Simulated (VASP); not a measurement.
# Si7Ge in VASP: notebook, part 2 of 2

VASP 6.6.1.

**5. Single point, PBEsol (strain -0.050 along x and y, -0.025 along z)**

INCAR reads:

```
SYSTEM = Si7Ge
PREC = Accurate
ENCUT = 520
EDIFF = 1E-6
ISMEAR = 0
SIGMA = 0.03
LREAL = .FALSE.
LASPH = .TRUE.
NELM = 60
ALGO = Normal
ISIF = 2
LWAVE = .FALSE.
LCHARG = .FALSE.
GGA = PS
NBANDS = 31
```

KPOINTS reads:

```
Automatic mesh
0
G
  6 6 6
  0 0 0
```

POSCAR reads:

```
Si7Ge
1.0
    5.1862179695      0.0000000000      0.0000000000
    0.0000000000      5.1862179695      0.0000000000
    0.0000000000      0.0000000000      5.3226973898
Si Ge
7 1
Direct
    0.2525976818      0.2525976818      0.2525976818
    0.0000000000      0.5000000000      0.5000000000
    0.5000000000      0.5000000000      0.0000000000
    0.5000000000      0.0000000000      0.5000000000
    0.7474023182      0.2525976818      0.7474023182
    0.7474023182      0.7474023182      0.2525976818
    0.2525976818      0.7474023182      0.7474023182
    0.0000000000      0.0000000000      0.0000000000
```

Started as:

```console
> cat potpaw_PBE.64/Si/POTCAR potpaw_PBE.64/Ge_d/POTCAR > POTCAR
> mpirun -np 1 vasp_std > vasp.out
```

Run time: 3.6 min. Hardware: 1 thread of AMD EPYC 7R13, shared host; peak memory 0.29 GiB.

It converged, with:

* Free energy: -44.2689 eV
* Pressure: 15.2 GPa
* Largest force: 0.016 eV/Å
* Band gap on the k mesh: zero (filled and empty bands touch)

Forces in eV/Å, atoms in the order of the input:
```
Si   0.000  0.000 -0.016
Si   0.000  0.000  0.000
Si   0.000  0.000  0.000
Si   0.000  0.000  0.000
Si   0.000  0.000  0.016
Si   0.000  0.000 -0.016
Si   0.000  0.000  0.016
Ge   0.000  0.000  0.000
```

Stress tensor (GPa, compression positive):
```
16.02  0.00  0.00
 0.00 16.02  0.00
 0.00  0.00 13.66
```

Levels at points of the mesh, in eV from the Fermi level:
```
           k point  band 17  band 18  band 19  band 20  band 21  band 22  band 23  band 24  band 25  band 26
(0.00, 0.00, 0.00)    -3.14    -3.14    -0.17    -0.07     0.00     0.00     0.34     0.34     0.36     0.52
(0.50, 0.00, 0.00)    -3.48    -2.35    -2.30    -2.23    -2.19     0.69     0.88     2.92     2.96     4.19
(0.50, 0.50, 0.00)    -4.46    -1.51    -1.38    -1.32    -1.32     2.42     2.42     2.59     2.69     4.86
(0.00, 0.00, 0.50)    -3.70    -2.15    -2.15    -2.04    -2.04     0.91     1.10     2.89     2.90     3.86
(0.50, 0.00, 0.50)    -4.29    -1.75    -1.61    -1.57    -1.56     2.16     2.16     2.32     2.43     4.79
(0.50, 0.50, 0.50)    -1.40    -1.34    -1.29    -1.14    -1.14     1.33     1.75     1.84     1.84     2.99
```

Caveat: the cell differs from its parent crystal (strain -0.050 along x and y, -0.025 along z); the cell stands under pressure; semilocal functionals underestimate gaps, and a narrow one can read as zero; the PAW data sets were made with another functional, which shifts forces and pressure a little.

**6. Single point, PBEsol (strain +0.050 along x and y, +0.050 along z)**

INCAR reads:

```
SYSTEM = Si7Ge
PREC     = Accurate       ! precision mode
ENCUT    = 520            ! plane-wave cutoff, eV
EDIFF    = 1E-6           ! SCF threshold, eV
ISMEAR   = 0              ! smearing method
SIGMA    = 0.03           ! smearing width, eV
LREAL    = .False.        ! projectors in reciprocal space
LASPH    = .True.         ! aspherical terms in the spheres
NELM     = 60             ! most SCF steps
ALGO     = Normal         ! electronic algorithm
ISIF     = 2              ! what is computed and relaxed
LWAVE    = .False.        ! write WAVECAR
LCHARG   = .False.        ! write CHGCAR
GGA      = PS             ! functional
NBANDS   = 31             ! bands
```

KPOINTS reads:

```
Automatic mesh
0
Gamma
  6 6 6
  0 0 0
```

Edit POSCAR of step 5 so:

```diff
@@ -2,5 +2,5 @@
 1.0
-    5.1862179695      0.0000000000      0.0000000000
-    0.0000000000      5.1862179695      0.0000000000
-    0.0000000000      0.0000000000      5.3226973898
+    5.7321356505      0.0000000000      0.0000000000
+    0.0000000000      5.7321356505      0.0000000000
+    0.0000000000      0.0000000000      5.7321356505
 Si Ge
```

Potentials or basis: VASP PAW PBE potentials, release 64 (Si, Ge_d).

Started as:

```console
> cat potpaw_PBE.64/Si/POTCAR potpaw_PBE.64/Ge_d/POTCAR > POTCAR
> mpirun -np 1 vasp_std > vasp.out
```

Run time: 3.5 min. Hardware: 1 thread of AMD EPYC 7R13, shared host; peak memory 0.33 GiB.

It converged, with:

| Item | Value |
| --- | --- |
| Free energy | -44.2603 eV |
| Pressure | -9.6 GPa |
| Largest force | 0.009 eV/Å |
| Band gap on the k mesh | 0.50 eV (least direct gap 0.52 eV) |

Forces on the atoms (eV/Å):
```
Si   0.005  0.005  0.005
Si   0.000  0.000  0.000
Si   0.000  0.000  0.000
Si   0.000  0.000  0.000
Si  -0.005  0.005 -0.005
Si  -0.005 -0.005  0.005
Si   0.005 -0.005 -0.005
Ge   0.000  0.000  0.000
```

Levels at points of the mesh, in eV from the valence-band top:
```
           k point  band 17  band 18  band 19  band 20  band 21  band 22  band 23  band 24  band 25  band 26
(0.00, 0.00, 0.00)    -2.50    -2.50     0.00     0.00     0.00     0.52     0.87     0.87     0.87     0.95
(0.50, 0.00, 0.00)    -3.30    -1.72    -1.72    -1.59    -1.59     1.05     1.21     2.86     2.87     4.14
(0.50, 0.50, 0.00)    -3.25    -1.31    -1.21    -1.12    -1.12     2.09     2.09     2.09     2.35     4.37
(0.50, 0.50, 0.50)    -1.14    -1.14    -0.97    -0.97    -0.97     0.50     0.90     0.90     0.90     3.21
```

Caveat: the cell differs from its parent crystal (strain +0.050 along x and y, +0.050 along z); the cell stands under tension; semilocal functionals underestimate gaps, and a narrow one can read as zero; the PAW data sets were made with another functional, which shifts forces and pressure a little. A k mesh can miss the band edges.

**7. Summary**

| cell | gap on the mesh (eV) | pressure (GPa) | largest force (eV/Å) |
| --- | --- | --- | --- |
| a = 5.186 Å, 8 atoms | none | 19.4 | 0.01 |
| a = 5.323 Å, 8 atoms | 0.11 | 8.2 | 0.02 |
| a = 5.596 Å, 8 atoms | 0.41 | -5.7 | - |
| a = 5.186, b = 5.186, c = 5.323 Å, 8 atoms | none | 15.2 | 0.02 |
| a = 5.732 Å, 8 atoms | 0.50 | -9.6 | 0.01 |

Alike in all rows: task single point; level PBEsol; potentials or basis VASP PAW PBE potentials, release 64 (Si, Ge_d); no spin polarisation; k mesh 6 × 6 × 6; cutoff (eV) 520; smearing gaussian 0.03 eV.

Caveats: semilocal functionals underestimate gaps, and a narrow one can read as zero; the PAW data sets were made with another functional, which shifts forces and pressure a little; the cell stands under pressure (at least some runs); the cell stands under tension (at least some runs).

Total energies depend on the potentials used, so only differences within one code and one set of settings carry meaning.
